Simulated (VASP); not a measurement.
# AlN (P1) in VASP: further runs

Runs on AlN. Level: PBE. Tasks: single point.

All numbers are computed with VASP 6.6.1; they aren't measurements. Logs are shortened: lines on timing, memory, paths and dates and some standing lists are left out, and cuts for length are marked.

## 1. The cell of the first run

The typed cell holds 8 atoms: a = 4.411 Å, b = 4.410 Å, c = 4.424 Å, α = 89.67°, β = 89.23°, γ = 89.16°.

## 2. Single point, PBE (atoms moved at random and the cell strained at random)

Input file INCAR:

```
  PREC = Accurate
  ENCUT = 520
  EDIFF = 1E-6
  ISMEAR = 0
  SIGMA = 0.05
  LREAL = False
  LASPH = True
  NELM = 100
  ALGO = Normal
  ISIF = 2
  LWAVE = False
  LCHARG = False
  GGA = PE
  NBANDS = 26
```

Input file KPOINTS:

```
Automatic mesh
0
Gamma
  6 6 6
```

Input file POSCAR:

```
AlN
1.0
    4.4107203425     -0.0321563988     -0.0296064247
    0.0321563988     -4.4097282499     -0.0127011378
    0.0296064247     -0.0127011378     -4.4241668625
Al N
4 4
Direct
    0.0261220848      0.0544881855     -0.0127828706
    0.4436075735      0.4460870191      0.0101380240
    0.5345857569     -0.0065893066      0.5831033560
    0.0970150007      0.4525771991      0.4198103457
    0.7937075863      0.6404933376      0.7904271364
    0.1545715316      0.2587361844      0.7778477343
    0.2998138525      0.8211630481      0.2936621055
    0.6505766138      0.3330443327      0.1377941688
```

Potentials or basis: VASP PAW PBE potentials, release 64 (Al, N).

Command:

```sh
$ cat potpaw_PBE.64/Al/POTCAR potpaw_PBE.64/N/POTCAR > POTCAR
$ mpirun -np 1 vasp_std > vasp.out
```

OUTCAR:

```text
PREC = Accurate
   ENCUT = 520
   EDIFF = 1E-6
   ISMEAR = 0
   LREAL = False
   LASPH = True
   NELM = 100
   ISIF = 2
   GGA = PE

 ion  position               nearest neighbor table
   1  0.026  0.054  0.987-   6 1.41   7 2.08   8 2.15   5 2.29   2 2.55   4 2.63   3 2.85   3 2.86
                             4 3.07   2 3.08   2 3.23   4 3.28
   2  0.444  0.446  0.010-   8 1.18   6 1.85   5 2.01   7 2.16   4 2.36   1 2.55   3 2.78   4 3.04
                             1 3.08   3 3.08   1 3.23   3 3.24
   3  0.535  0.993  0.583-   7 1.83   5 2.13   6 2.20   8 2.52   2 2.78   1 2.85   1 2.86   4 2.87
                             2 3.08   4 3.18   2 3.24   4 3.30
   4  0.097  0.453  0.420-   6 1.81   7 1.94   5 2.26   2 2.36   8 2.41   1 2.63   3 2.87   2 3.04
                             1 3.07   3 3.18   1 3.28   3 3.30
   5  0.794  0.640  0.790-   2 2.01   3 2.13   4 2.26   1 2.29
   6  0.155  0.259  0.778-   1 1.41   4 1.81   2 1.85   3 2.20
   7  0.300  0.821  0.294-   3 1.83   4 1.94   1 2.08   2 2.16
   8  0.651  0.333  0.138-   2 1.18   1 2.15   4 2.41   3 2.52

 -----------------------------------------------------------------------------
|                                                                             |
|           W    W    AA    RRRRR   N    N  II  N    N   GGGG   !!!           |
|           W    W   A  A   R    R  NN   N  II  NN   N  G    G  !!!           |
|           W    W  A    A  R    R  N N  N  II  N N  N  G       !!!           |
|           W WW W  AAAAAA  RRRRR   N  N N  II  N  N N  G  GGG   !            |
|           WW  WW  A    A  R   R   N   NN  II  N   NN  G    G                |
|           W    W  A    A  R    R  N    N  II  N    N   GGGG   !!!           |
|                                                                             |
|     The distance between some ions is very small. Please check the          |
|     nearest-neighbor list in the OUTCAR file.                               |
|     I HOPE YOU KNOW WHAT YOU ARE DOING!                                     |
|                                                                             |
 -----------------------------------------------------------------------------

  Warning from LATTYP: Got some problem with cell dimensions!
  Tried to take original basis but could not verify dimensions!
  LATTYP: Found a triclinic cell.
 ALAT       =     6.2053766291
 B/A-ratio  =     0.7108250125
 C/A-ratio  =     1.0037350315
 COS(alpha) =     0.0008019308
 COS(beta)  =     0.5040855427
 COS(gamma) =     0.7012538306

  Lattice vectors:

 A1 = (  -4.3811139178,   0.0194552610,  -4.3945604378)
 A2 = (  -4.4107203425,   0.0321563988,   0.0296064247)
 A3 = (  -0.0025499741,   4.3970271121,  -4.4114657247)

Analysis of symmetry for initial positions (statically):
=====================================================================
 Subroutine PRICEL returns:
 Original cell was already a primitive cell.

 Routine SETGRP: Setting up the symmetry group for a
 triclinic supercell.

 Subroutine GETGRP returns: Found  1 space group operations
 (whereof  1 operations were pure point group operations)
 out of a pool of  2 trial point group operations.

The static configuration has the point symmetry C_1 .

Analysis of symmetry for dynamics (positions and initial velocities):
=====================================================================
 Subroutine PRICEL returns:
 Original cell was already a primitive cell.

 Routine SETGRP: Setting up the symmetry group for a
 triclinic supercell.

 Subroutine GETGRP returns: Found  1 space group operations
 (whereof  1 operations were pure point group operations)
 out of a pool of  2 trial point group operations.

The dynamic configuration has the point symmetry C_1 .

 Subroutine INISYM returns: Found  1 space group operations
 (whereof  1 operations are pure point group operations),
 and found     1 'primitive' translations

----------------------------------------------------------------------------------------

                                     Primitive cell

  volume of cell :      86.0413

  direct lattice vectors                    reciprocal lattice vectors
     4.410720343 -0.032156399 -0.029606425     0.226742512  0.001649084  0.001512621
     0.032156399 -4.409728250 -0.012701138    -0.001649084 -0.226785212  0.000640032
[... 31 lines left out ...]
 Grid dimensions read from file:
 generate k-points for:    6    6    6

 Generating k-lattice:

  Cartesian coordinates                     Fractional coordinates (reciprocal lattice)
     0.037790419  0.000274847  0.000252104     0.166666667  0.000000000 -0.000000000
    -0.000274847 -0.037797535  0.000106672     0.000000000  0.166666667  0.000000000
    -0.000252104  0.000106672 -0.037673870    -0.000000000 -0.000000000  0.166666667

  Length of vectors
     0.037792259  0.037798685  0.037674864

  Shift w.r.t. Gamma in fractional coordinates (k-lattice)
     0.000000000  0.000000000  0.000000000

 Subroutine IBZKPT returns following result:
 ===========================================

 Found    112 irreducible k-points:

 Following reciprocal coordinates:
            Coordinates               Weight
  0.000000  0.000000  0.000000      1.000000
  0.166667 -0.000000  0.000000      2.000000
  0.333333 -0.000000  0.000000      2.000000
  0.500000 -0.000000  0.000000      1.000000
 -0.000000  0.166667 -0.000000      2.000000
  0.166667  0.166667 -0.000000      2.000000
[... 16 lines left out ...]
  0.333333  0.000000  0.166667      2.000000
  0.500000 -0.000000  0.166667      2.000000
 [... further k-points ...]
   k-points           NKPTS =    112   k-points in BZ     NKDIM =    112   number of bands    NBANDS=     26
   number of dos      NEDOS =    301   number of ions     NIONS =      8
   total plane-waves  NPLWV =  46656
   dimension x,y,z NGX =    36 NGY =   36 NGZ =   36
   dimension x,y,z NGXF=    72 NGYF=   72 NGZF=   72
   ions per type =               4   4
   NGX,Y,Z   is equivalent  to a cutoff of  13.57, 13.57, 13.53 a.u.
   NGXF,Y,Z  is equivalent  to a cutoff of  27.14, 27.14, 27.05 a.u.
 SYSTEM =  unknown system
   PREC   = accura    normal or accurate (medium, high low for compatibility)
   ISTART =      0    job   : 0-new  1-cont  2-samecut
   ICHARG =      2    charge: 1-file 2-atom 10-const
   ISPIN  =      1    spin polarized calculation?
   LNONCOLLINEAR =      F non collinear calculations
   LSORBIT =      F    spin-orbit coupling
   LASPH  =      T    aspherical Exc in radial PAW
   ENCUT  =  520.0 eV  38.22 Ry    6.18 a.u.   8.20  8.20  8.23*2*pi/ulx,y,z
   NELM   =    100;   NELMIN=  2; NELMDL= -5     # of ELM steps
   EDIFF  = 0.1E-05   stopping-criterion for ELM
   LREAL  =      F    real-space projection
   EDIFFG = 0.1E-04   stopping-criterion for IOM
   NSW    =      0    number of steps for IOM
   IBRION =     -1    ionic relax: 0-MD 1-quasi-New 2-CG
   NFREE  =      0    steps in history (QN), initial steepest desc. (CG)
   ISIF   =      2    stress and relaxation
   ISYM   =      2    0-nonsym 1-usesym 2-fastsym
   POTIM  = 0.5000    time-step for ionic-motion
   TEBEG  =    0.0;   TEEND  =   0.0 temperature during run
   PSTRESS=    0.0 pullay stress
   NELECT =      32.0000    total number of electrons
   NUPDOWN=      -1.0000    fix difference up-down
   EMIN   =  10.00;   EMAX   =-10.00  energy-range for DOS
   EFERMI =   0.00;   METHOD = LEGACY
   ISMEAR =     0;   SIGMA  =   0.05  broadening in eV -4-tet -1-fermi 0-gaus
   EFERMI_NEDOS =   21; number of points for ismear=-14 and -15
   IALGO  =     38    algorithm
   IMIX   =      4    mixing-type and parameters
     AMIX     =   0.40;   BMIX     =  1.00
     AMIX_MAG =   1.60;   BMIX_MAG =  1.00
  volume/ion in A,a.u.               =      10.76        72.58
  Fermi-wavevector in a.u.,A,eV,Ry     =   1.177306  2.224785 18.858336  1.386049
  Thomas-Fermi vector in A             =   2.313655
   LORBIT       =      0    0 simple, 1 ext, 2 COOP (PROOUT), +10 PAW based schemes
   GGA     = PE    functional components
   LHFCALC =     F    Hartree Fock is set to
   AEXX    =    0.0000 exact exchange contribution
   IVDW    =     0    specifies the selected vdW correction
   LEPSILON=     F    determine dielectric tensor
   LRPA    =     F    only Hartree local field effects (RPA)
 non-spin polarized calculation
 Gauss-broadening in eV      SIGMA  =   0.05
  energy-cutoff  :      520.00
  volume of cell :       86.04
 maximum number of plane-waves:      2333
 NGX is ok and might be reduce to    36
   NGX = 17   NGY = 17   NGZ = 17

 number of electron      31.9999999 magnetization

 Free energy of the ion-electron system (eV)
  ---------------------------------------------------
  ext. energy  EPLUGINS =         0.00000000
  ---------------------------------------------------
  free energy    TOTEN  =       -33.21534274 eV

  energy without entropy =      -33.21392034  energy(sigma->0) =      -33.21463154

 E-fermi :   7.4447     XC(G=0): -10.8364

 val. band max:        7.4428158570   @ k =  -0.3333   0.5000   0.3333
 cond. band min:       7.4484505675   @ k =   0.0000  -0.1667   0.1667
 fundamental gap:      0.0056347105
 Fermi energy:         7.4447063644

 k-point     1 :       0.0000    0.0000    0.0000
  band No.  band energies     occupation
      1      -9.7965      2.00000
      2      -7.2440      2.00000
      3      -6.4379      2.00000
      4      -5.0813      2.00000
      5       0.4320      2.00000
      6       0.6551      2.00000
[... 685 lines left out ...]
     25      14.8966      0.00000
     26      15.9658      0.00000

 [... further k-points ...]

------------------------ aborting loop because EDIFF is reached ----------------------------------------

  FORCE on cell =-STRESS in cart. coord.  units (eV):
  Direction    XX          YY          ZZ          XY          YZ          ZX
  --------------------------------------------------------------------------------------
  -------------------------------------------------------------------------------------
  Total       46.8985439     23.7472459     33.9510914     14.1625387    -29.7588300    -14.8120290
  in kB      873.2993990    442.1982838    632.2044408    263.7211198   -554.1401970   -275.8153023
  external PRESSURE =     649.2340412 kB  Pullay stress =       0.0000000 kB

 VOLUME and BASIS-vectors are now :
 -----------------------------------------------------------------------------
  energy-cutoff  :      520.00
  volume of cell :       86.04
      direct lattice vectors                 reciprocal lattice vectors
     4.410720343 -0.032156399 -0.029606425     0.226742512  0.001649084  0.001512621
     0.032156399 -4.409728250 -0.012701138    -0.001649084 -0.226785212  0.000640032
     0.029606425 -0.012701138 -4.424166862    -0.001512621  0.000640032 -0.226043218

 POSITION                                       TOTAL-FORCE (eV/Angst)
 -----------------------------------------------------------------------------------
      0.14620     -0.25366     -4.36908       -11.128405     16.852055    -14.541681
      1.97127     -1.98152     -0.06365       -43.747904    -29.552293     31.154143
      2.40712     -4.40527     -2.60819         0.495532      1.467826      0.665347
      0.45489     -2.00419     -1.86593        -4.253330     -2.943243     -2.869117
      3.54482     -2.85996     -3.52862        -1.320965     -5.542716      2.853517
      0.71312     -1.15581     -3.44919        12.384040    -11.322751     14.374962
      1.35749     -3.63448     -1.31852        -2.492302      1.616377      2.261149
      2.88430     -1.49131     -0.63312        50.063335     29.424745    -33.898319
 -----------------------------------------------------------------------------------
    total drift:                               -0.000622     -0.001055      0.000003

  FREE ENERGIE OF THE ION-ELECTRON SYSTEM (eV)
  ---------------------------------------------------
  free  energy   TOTEN  =       -33.2153427443 eV

  energy  without entropy=      -33.2139203430  energy(sigma->0) =      -33.21463154
```

It took 6.8 min on 1 thread of AMD EPYC 7R13, shared host; peak memory 0.29 GiB.

What came out:

* Free energy: -33.2153 eV
* Pressure: 64.9 GPa
* Largest force: 67.240 eV/Å
* Band gap on the k mesh: zero (band 16 reaches 7.44 eV, above the bottom of band 17 at 7.33 eV)

Forces on the atoms (eV/Å):
```
Al  -11.128  16.852 -14.542
Al  -43.748 -29.552  31.154
Al    0.496   1.468   0.665
Al   -4.253  -2.943  -2.869
N    -1.321  -5.543   2.854
N    12.384 -11.323  14.375
N    -2.492   1.616   2.261
N    50.063  29.425 -33.898
```

Stress tensor (GPa, compression positive):
```
 87.33  26.37 -27.58
 26.37  44.22 -55.41
-27.58 -55.41  63.22
```

Levels at points of the mesh, in eV from the Fermi level:
| k point | band 13 | band 14 | band 15 | band 16 | band 17 | band 18 | band 19 | band 20 |
| --- | --- | --- | --- | --- | --- | --- | --- | --- |
| (0.00, 0.00, 0.00) | -2.67 | -2.16 | -1.21 | -0.67 | 0.21 | 1.02 | 1.82 | 3.61 |
| (0.50, 0.00, 0.00) | -3.03 | -2.67 | -1.66 | -0.57 | 0.77 | 1.95 | 3.84 | 5.05 |
| (0.00, 0.50, 0.00) | -2.49 | -2.04 | -1.48 | -0.72 | 0.86 | 2.46 | 3.34 | 3.45 |
| (0.50, 0.50, 0.00) | -2.16 | -1.72 | -1.03 | -0.37 | 1.52 | 2.48 | 3.84 | 4.30 |
| (0.00, 0.00, 0.50) | -2.40 | -1.75 | -1.33 | -0.93 | 0.65 | 2.36 | 3.54 | 3.93 |
| (0.50, 0.00, 0.50) | -2.74 | -2.13 | -1.13 | -0.29 | 1.74 | 3.04 | 4.94 | 4.97 |
| (0.00, 0.50, 0.50) | -2.79 | -1.63 | -0.96 | -0.02 | 1.28 | 2.39 | 4.36 | 4.60 |
| (0.50, 0.50, 0.50) | -1.61 | -1.10 | -0.94 | -0.11 | 2.41 | 2.49 | 3.63 | 4.43 |

Caveat: the cell differs from its parent crystal (atoms moved at random and the cell strained at random); forces of over 1 eV/Å act on the atoms, so gaps and moduli don't describe the material at rest.

## 3. Single point, PBE (atoms moved at random and the cell strained at random)

Input file INCAR:

```
PREC = Accurate
ENCUT = 520
EDIFF = 1E-6
ISMEAR = 0
SIGMA = 0.05
LREAL = F
LASPH = T
NELM = 80
ALGO = Normal
ISIF = 2
LWAVE = F
LCHARG = T
GGA = PE
LELF = T
LVHAR = T
NBANDS = 26
```

KPOINTS is that of step 2.

Input file POSCAR:

```
AlN
1.0
    3.9410569499      0.0565654246     -0.0139212724
   -0.0565654246     -4.5980132378      0.0258720905
    0.0139212724      0.0258720905     -4.3414736592
Al N
4 4
Direct
    0.0367988904     -0.0081370802     -0.0568732579
    0.4838996255      0.4739607383      0.0360272240
    0.4934331002      0.0459714644      0.4800005681
   -0.0242890696      0.4877574900      0.5032092293
    0.7627493772      0.7487513380      0.7889491000
    0.2376967455      0.2014255430      0.7375781331
    0.2302806785      0.7911191928      0.2524409745
    0.7794306522      0.2591513138      0.2586680289
```

Potentials or basis: VASP PAW PBE potentials, release 64 (Al, N).

Command:

```sh
$ cat potpaw_PBE.64/Al/POTCAR potpaw_PBE.64/N/POTCAR > POTCAR
$ mpirun -np 1 vasp_std > vasp.out
```

It took 5.2 min on 1 thread of AMD EPYC 7R13, shared host; peak memory 0.26 GiB.

Results (log left out):

```yaml
Free_energy: -54.0023 eV
Pressure: 34.7 GPa
Largest_force: 12.706 eV/Å
Band_gap_on_the_k_mesh: 1.19 eV, indirect (least direct gap 1.66 eV)
```

Forces on the atoms (eV/Å):
```
Al   -4.900   5.250  -9.357
Al    0.146  -3.158   1.914
Al    2.446   5.641   0.905
Al    2.668  -4.961  -2.913
N    -3.711   3.662   3.372
N     4.022 -11.649   3.094
N     1.070   3.521  -0.628
N    -1.742   1.693   3.614
```

Stress tensor (GPa, compression positive):
```
 40.62 -21.97   6.42
-21.97  22.76  -1.50
  6.42  -1.50  40.75
```

Levels at points of the mesh, in eV from the valence-band top:
```
           k point  band 14  band 15  band 16  band 17  band 18  band 19
(0.00, 0.00, 0.00)    -1.46    -0.52    -0.48     1.19     2.45     3.11
(0.50, 0.00, 0.00)    -2.32    -2.06    -1.74     4.45     4.93     6.09
(0.00, 0.50, 0.00)    -2.44    -0.81    -0.62     3.45     4.17     5.23
(0.50, 0.50, 0.00)    -1.70    -1.27    -1.03     5.55     5.76     6.37
(0.00, 0.00, 0.50)    -1.90    -1.65    -1.35     3.14     4.41     4.98
(0.50, 0.00, 0.50)    -1.92    -0.43    -0.05     5.37     6.42     6.47
(0.00, 0.50, 0.50)    -1.87    -1.77    -1.44     4.36     5.32     6.25
(0.50, 0.50, 0.50)    -1.63    -0.37     0.00     4.90     5.30     6.05
```

Caveat: the cell differs from its parent crystal (atoms moved at random and the cell strained at random); forces of over 1 eV/Å act on the atoms, so gaps and moduli don't describe the material at rest. A k mesh can miss the band edges.
